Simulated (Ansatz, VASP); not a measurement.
# Two plane-wave programs on TaN

```
CELL_PARAMETERS angstrom
1.46193 -2.53214 0.00000
0.00000 0.00000 -2.87048
10.12494 4.72024 0.00000
ATOMIC_POSITIONS crystal
Ta 0.22190 0.50000 0.83431
Ta 0.94943 0.50000 0.15171
Ta 0.37359 0.50000 0.37924
Ta 0.79774 0.50000 0.60678
N 0.47471 0.00000 0.07586
N 0.89887 0.00000 0.30340
N 0.32302 0.00000 0.53093
N 0.74718 0.00000 0.75847
```

Alike in both runs: task single point; functional PBEsol; k mesh 15 × 15 × 5; occupations gaussian, width 0.15 eV; no spin polarisation.

```csv
,VASP,Ansatz
version,VASP 6.6.1,Ansatz 0.2.0
potentials or method,"VASP PAW PBE potentials, release 64 (Ta_pv, N), cutoff 520 eV","scalar-relativistic, plane waves, PAW"
valence electrons in the cell,64,72
```

```csv
,VASP,Ansatz,Ansatz less VASP
gap on the k mesh at the Fermi level (eV),none,none,-
pressure (GPa),-8.0,-8.7,-0.74
"traceless stress, the component that is largest in VASP (GPa)",-3.08,-2.95,+0.128
rms of the force components (eV/Å),0.626,0.628,+0.0022
```

VASP's potentials were made for PBE, not for PBEsol, and Ansatz warns of the same on its side. Atom by atom the forces differ by 0.014 eV/Å (rms over components). A gap of «none» marks a metal or a gap that the smearing closes. With one functional, cell and mesh, what is left measures potentials, basis and numerics. VASP's potentials hold 64 valence electrons a cell and Ansatz's 72, so a difference there can come from the potentials and not from the codes.

Neither program's run includes spin-orbit coupling.
